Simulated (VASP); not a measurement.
# WS2 (P6_3/mmc) in VASP: density of states with PBE+D3(BJ)

Aim: the density of states of WS2 with PBE+D3(BJ).

Everything below comes from runs of VASP 6.6.1. Logs are shortened: lines on timing, memory, paths and dates and some standing lists are left out, and cuts for length are marked.

## 1. The cell of the first run

The structure is hexagonal, space group P6_3/mmc (No. 194). Conventional cell: a = 3.154 Å, b = 3.154 Å, c = 12.143 Å, α = 90.00°, β = 90.00°, γ = 120.00°. W (site symmetry -6m2) has 6 S at 2.41 Å and 6 W at 3.15 Å within 3.2 Å. S (site symmetry 3m) has 3 W at 2.41 Å and 7 S at 3.15 Å within 3.2 Å.

## 2. Density of states, PBE+D3(BJ)

POSCAR reads:

```
WS2
1.0
    3.1537892826      0.0000000000      0.0000000000
   -1.5768946413      2.7312616369      0.0000000000
    0.0000000000      0.0000000000     12.1432908274
W S
2 4
Direct
    0.3333333333      0.6666666667      0.2500000000
    0.6666666667      0.3333333333      0.7500000000
    0.3333333333      0.6666666667      0.6203061752
    0.6666666667      0.3333333333      0.1203061752
    0.3333333333      0.6666666667      0.8796938248
    0.6666666667      0.3333333333      0.3796938248
```

INCAR.step1 reads:

```
SYSTEM = WS2
PREC = Accurate
ENCUT = 520
EDIFF = 1E-6
ISMEAR = 0
SIGMA = 0.02
LREAL = .False.
LASPH = .True.
NELM = 80
ALGO = Normal
ISIF = 2
LWAVE = .False.
LCHARG = .True.
LMAXMIX = 4
GGA = PE
IVDW = 12
NBANDS = 35
```

KPOINTS.step1 reads:

```
Automatic mesh
0
Gamma
  12 12 4
  0 0 0
```

INCAR.step2 reads:

```
SYSTEM = WS2
PREC = Accurate
ENCUT = 520
EDIFF = 1E-6
ISMEAR = -5
SIGMA = 0.02
LREAL = .False.
LASPH = .True.
NELM = 80
ALGO = Normal
ISIF = 2
LWAVE = .False.
LCHARG = .False.
LMAXMIX = 4
GGA = PE
IVDW = 12
LORBIT = 11
NEDOS = 2001
ICHARG = 11
```

KPOINTS.step2 reads:

```
Automatic mesh
0
Gamma
  18 18 6
  0 0 0
```

Potentials or basis: VASP PAW PBE potentials, release 64 (W_sv, S).

On the command line:

```
$ cat potpaw_PBE.64/W_sv/POTCAR potpaw_PBE.64/S/POTCAR > POTCAR
$ cp INCAR.step1 INCAR
$ cp KPOINTS.step1 KPOINTS
$ mpirun -np 1 vasp_std > vasp.out
$ cp INCAR.step2 INCAR
$ cp KPOINTS.step2 KPOINTS
$ mpirun -np 1 vasp_std > vasp.out
```

OUTCAR:

```text
SYSTEM = WS2
   PREC = Accurate
   ENCUT = 520
   EDIFF = 1E-6
   ISMEAR = -5
   LREAL = .False.
   LASPH = .True.
   NELM = 80
   ISIF = 2
   GGA = PE
   IVDW = 12
   LORBIT = 11
   ICHARG = 11
 IVDW          = 12

 ion  position               nearest neighbor table
   1  0.333  0.667  0.250-   4 2.41   6 2.41   4 2.41   6 2.41   4 2.41   6 2.41
   2  0.667  0.333  0.750-   3 2.41   5 2.41   3 2.41   5 2.41   3 2.41   5 2.41
   3  0.333  0.667  0.620-   2 2.41   2 2.41   2 2.41
   4  0.667  0.333  0.120-   1 2.41   1 2.41   1 2.41
   5  0.333  0.667  0.880-   2 2.41   2 2.41   2 2.41
   6  0.667  0.333  0.380-   1 2.41   1 2.41   1 2.41

  LATTYP: Found a hexagonal cell.
 ALAT       =     3.1537892826
 C/A-ratio  =     3.8503811572

  Lattice vectors:

 A1 = (   3.1537892826,   0.0000000000,   0.0000000000)
 A2 = (  -1.5768946413,   2.7312616369,   0.0000000000)
 A3 = (   0.0000000000,   0.0000000000,  12.1432908274)

Analysis of symmetry for initial positions (statically):
=====================================================================
 Subroutine PRICEL returns:
 Original cell was already a primitive cell.

 Routine SETGRP: Setting up the symmetry group for a
 hexagonal supercell.

 Subroutine GETGRP returns: Found 24 space group operations
 (whereof 12 operations were pure point group operations)
 out of a pool of 24 trial point group operations.

The static configuration has the point symmetry D_3d.
 The point group associated with its full space group is D_6h.

Analysis of symmetry for dynamics (positions and initial velocities):
=====================================================================
 Subroutine PRICEL returns:
 Original cell was already a primitive cell.

 Routine SETGRP: Setting up the symmetry group for a
 hexagonal supercell.

 Subroutine GETGRP returns: Found 24 space group operations
 (whereof 12 operations were pure point group operations)
 out of a pool of 24 trial point group operations.

The dynamic configuration has the point symmetry D_3d.
 The point group associated with its full space group is D_6h.

 Subroutine INISYM returns: Found 24 space group operations
 (whereof 12 operations are pure point group operations),
 and found     1 'primitive' translations

----------------------------------------------------------------------------------------

                                     Primitive cell

  volume of cell :     104.6002

  direct lattice vectors                    reciprocal lattice vectors
     3.153789283  0.000000000  0.000000000     0.317078888  0.183065582  0.000000000
    -1.576894641  2.731261637  0.000000000     0.000000000  0.366131163  0.000000000
     0.000000000  0.000000000 12.143290827     0.000000000  0.000000000  0.082350000

  length of vectors
     3.153789283  3.153789283 12.143290827     0.366131163  0.366131163  0.082350000

  position of ions in fractional coordinates (direct lattice)
     0.333333333  0.666666667  0.250000000
     0.666666667  0.333333333  0.750000000
     0.333333333  0.666666667  0.620306175
     0.666666667  0.333333333  0.120306175
     0.333333333  0.666666667  0.879693825
     0.666666667  0.333333333  0.379693825

  ion indices of the primitive-cell ions
   primitive index   ion index
                 1           1
                 2           2
                 3           3
                 4           4
                 5           5
                 6           6

----------------------------------------------------------------------------------------

 KPOINTS: Automatic mesh

Automatic generation of k-mesh.
 Grid dimensions read from file:
 generate k-points for:   18   18    6

 Generating k-lattice:

  Cartesian coordinates                     Fractional coordinates (reciprocal lattice)
     0.017615494  0.010170310  0.000000000     0.055555556  0.000000000  0.000000000
     0.000000000  0.020340620  0.000000000     0.000000000  0.055555556  0.000000000
     0.000000000  0.000000000  0.013725000     0.000000000  0.000000000  0.166666667

  Length of vectors
     0.020340620  0.020340620  0.013725000

  Shift w.r.t. Gamma in fractional coordinates (k-lattice)
     0.000000000  0.000000000  0.000000000

 TETIRR: Found   1977 inequivalent tetrahedra from    11664

 Subroutine IBZKPT returns following result:
 ===========================================

 Found    148 irreducible k-points:

 Following reciprocal coordinates:
            Coordinates               Weight
  0.000000  0.000000  0.000000      1.000000
  0.055556  0.000000  0.000000      6.000000
  0.111111  0.000000  0.000000      6.000000
  0.166667  0.000000  0.000000      6.000000
  0.222222 -0.000000  0.000000      6.000000
  0.277778  0.000000  0.000000      6.000000
[... 16 lines left out ...]
  0.333333  0.111111  0.000000     12.000000
  0.388889  0.111111  0.000000     12.000000
 [... further k-points ...]
   k-points           NKPTS =    148   k-points in BZ     NKDIM =    148   number of bands    NBANDS=     31
   number of dos      NEDOS =   2001   number of ions     NIONS =      6
   total plane-waves  NPLWV =  51840
   dimension x,y,z NGX =    24 NGY =   24 NGZ =   90
   dimension x,y,z NGXF=    48 NGYF=   48 NGZF=  180
   ions per type =               2   4
   NGX,Y,Z   is equivalent  to a cutoff of  12.65, 12.65, 12.32 a.u.
   NGXF,Y,Z  is equivalent  to a cutoff of  25.30, 25.30, 24.64 a.u.
 SYSTEM =  WS2
   PREC   = accura    normal or accurate (medium, high low for compatibility)
   ISTART =      0    job   : 0-new  1-cont  2-samecut
   ICHARG =     11    charge: 1-file 2-atom 10-const
   ISPIN  =      1    spin polarized calculation?
   LNONCOLLINEAR =      F non collinear calculations
   LSORBIT =      F    spin-orbit coupling
   LASPH  =      T    aspherical Exc in radial PAW
   ENCUT  =  520.0 eV  38.22 Ry    6.18 a.u.   5.86  5.86 22.58*2*pi/ulx,y,z
   NELM   =     80;   NELMIN=  2; NELMDL=  0     # of ELM steps
   EDIFF  = 0.1E-05   stopping-criterion for ELM
   LREAL  =      F    real-space projection
   EDIFFG = 0.1E-04   stopping-criterion for IOM
   NSW    =      0    number of steps for IOM
   IBRION =     -1    ionic relax: 0-MD 1-quasi-New 2-CG
   NFREE  =      0    steps in history (QN), initial steepest desc. (CG)
   ISIF   =      2    stress and relaxation
   ISYM   =      2    0-nonsym 1-usesym 2-fastsym
   POTIM  = 0.5000    time-step for ionic-motion
   TEBEG  =    0.0;   TEEND  =   0.0 temperature during run
   PSTRESS=    0.0 pullay stress
   NELECT =      52.0000    total number of electrons
   NUPDOWN=      -1.0000    fix difference up-down
   EMIN   =  10.00;   EMAX   =-10.00  energy-range for DOS
   EFERMI =   0.00;   METHOD = LEGACY
   ISMEAR =    -5;   SIGMA  =   0.02  broadening in eV -4-tet -1-fermi 0-gaus
   EFERMI_NEDOS =   21; number of points for ismear=-14 and -15
   IALGO  =     38    algorithm
   IMIX   =      4    mixing-type and parameters
     AMIX     =   0.40;   BMIX     =  1.00
     AMIX_MAG =   1.60;   BMIX_MAG =  1.00
  volume/ion in A,a.u.               =      17.43       117.65
  Fermi-wavevector in a.u.,A,eV,Ry     =   1.296876  2.450740 22.883470  1.681888
  Thomas-Fermi vector in A             =   2.428304
   LORBIT       =     11    0 simple, 1 ext, 2 COOP (PROOUT), +10 PAW based schemes
   GGA     = PE    functional components
   LHFCALC =     F    Hartree Fock is set to
   AEXX    =    0.0000 exact exchange contribution
   IVDW    =    12    specifies the selected vdW correction
   LEPSILON=     F    determine dielectric tensor
   LRPA    =     F    only Hartree local field effects (RPA)
 non-spin polarized calculation
 Fermi weights with tetrahedron method with Bloechl corrections
  energy-cutoff  :      520.00
  volume of cell :      104.60
 maximum number of plane-waves:      2846
 NGX is ok and might be reduce to    24

 number of electron      51.9999999 magnetization

 Free energy of the ion-electron system (eV)
  ---------------------------------------------------
  ext. energy  EPLUGINS =         0.00000000
  ---------------------------------------------------
  free energy    TOTEN  =       -47.18925755 eV

  energy without entropy =      -47.18925755  energy(sigma->0) =      -47.18925755

 E-fermi :   7.7652     XC(G=0): -11.0782

 val. band max:        7.7289021013   @ k =   0.0000   0.0000   0.0000
 cond. band min:       8.6365473174   @ k =   0.1667   0.1667   0.0000
 fundamental gap:      0.9076452161
 Fermi energy:         7.7652368593

 k-point     1 :       0.0000    0.0000    0.0000
  band No.  band energies     occupation
      1     -66.9188      2.00000
      2     -66.9187      2.00000
      3     -31.1764      2.00000
      4     -31.1764      2.00000
      5     -30.9980      2.00000
      6     -30.9980      2.00000
[... 23 lines left out ...]
     30      10.0135      0.00000
     31      10.0545      0.00000

 k-point     2 :       0.0556    0.0000    0.0000
  band No.  band energies     occupation
      1     -66.9182      2.00000
      2     -66.9182      2.00000
      3     -31.1744      2.00000
      4     -31.1743      2.00000
      5     -31.0093      2.00000
      6     -31.0093      2.00000
[... 23 lines left out ...]
     30      10.0847      0.00000
     31      10.1120      0.00000

 k-point     3 :       0.1111    0.0000    0.0000
  band No.  band energies     occupation
      1     -66.9165      2.00000
      2     -66.9165      2.00000
      3     -31.1685      2.00000
      4     -31.1685      2.00000
      5     -31.0417      2.00000
      6     -31.0417      2.00000
[... 703 lines left out ...]
     30      10.3368      0.00000
     31      10.4617      0.00000

 k-point    24 :       0.3889    0.1111    0.0000
  band No.  band energies     occupation
      1     -66.8997      2.00000
      2     -66.8997      2.00000
      3     -31.3389      2.00000
      4     -31.3389      2.00000
      5     -31.1086      2.00000
      6     -31.1086      2.00000
[... 23 lines left out ...]
     30      10.6194      0.00000
     31      10.6935      0.00000

 [... further k-points ...]

------------------------ aborting loop because EDIFF is reached ----------------------------------------

 Edisp (eV)   -2.61071

 E8    (eV) :    -1.0971

  FORCE on cell =-STRESS in cart. coord.  units (eV):
  Direction    XX          YY          ZZ          XY          YZ          ZX
  --------------------------------------------------------------------------------------
  -------------------------------------------------------------------------------------
  Total      -0.00809    -0.00809    -0.04560    -0.00000     0.00000     0.00000
  in kB      -0.12398    -0.12398    -0.69849    -0.00000     0.00000     0.00000
  external pressure =       -0.32 kB  Pullay stress =        0.00 kB

 VOLUME and BASIS-vectors are now :
 -----------------------------------------------------------------------------
  energy-cutoff  :      520.00
  volume of cell :      104.60
      direct lattice vectors                 reciprocal lattice vectors
     3.153789283  0.000000000  0.000000000     0.317078888  0.183065582  0.000000000
    -1.576894641  2.731261637  0.000000000     0.000000000  0.366131163  0.000000000
     0.000000000  0.000000000 12.143290827     0.000000000  0.000000000  0.082350000

 POSITION                                       TOTAL-FORCE (eV/Angst)
 -----------------------------------------------------------------------------------
     -0.00000      1.82084      3.03582        -0.000000      0.000000     -0.000000
      1.57689      0.91042      9.10747         0.000000      0.000000     -0.000000
     -0.00000      1.82084      7.53256         0.000000      0.000000     -0.001680
      1.57689      0.91042      1.46091        -0.000000      0.000000     -0.001680
     -0.00000      1.82084     10.68238         0.000000     -0.000000      0.001680
      1.57689      0.91042      4.61073         0.000000     -0.000000      0.001680
 -----------------------------------------------------------------------------------
    total drift:                               -0.000000      0.000000     -0.000000

  FREE ENERGIE OF THE ION-ELECTRON SYSTEM (eV)
  ---------------------------------------------------
  free  energy   TOTEN  =       -49.7999644171 eV

  energy  without entropy=      -49.7999644171  energy(sigma->0) =      -49.79996442

 total charge

# of ion       s       p       d       tot
------------------------------------------
    1        2.321   6.332   3.387  12.040
    2        2.321   6.332   3.387  12.040
    3        1.361   2.366   0.000   3.727
    4        1.361   2.366   0.000   3.727
    5        1.361   2.366   0.000   3.727
    6        1.361   2.366   0.000   3.727
--------------------------------------------------
tot         10.085  22.127   6.774  38.986
```

Run time: 14 min. Hardware: 1 thread of Oxide Virtual Turin-like, shared host; peak memory 0.46 GiB.

What came out:

```
Valence electrons inside the program's atomic spheres : W 12.04; S 3.73
Dispersion energy per atom                            : -0.435 eV
```

Caveat: spin-orbit coupling is left out, which moves the levels of the heavy elements.
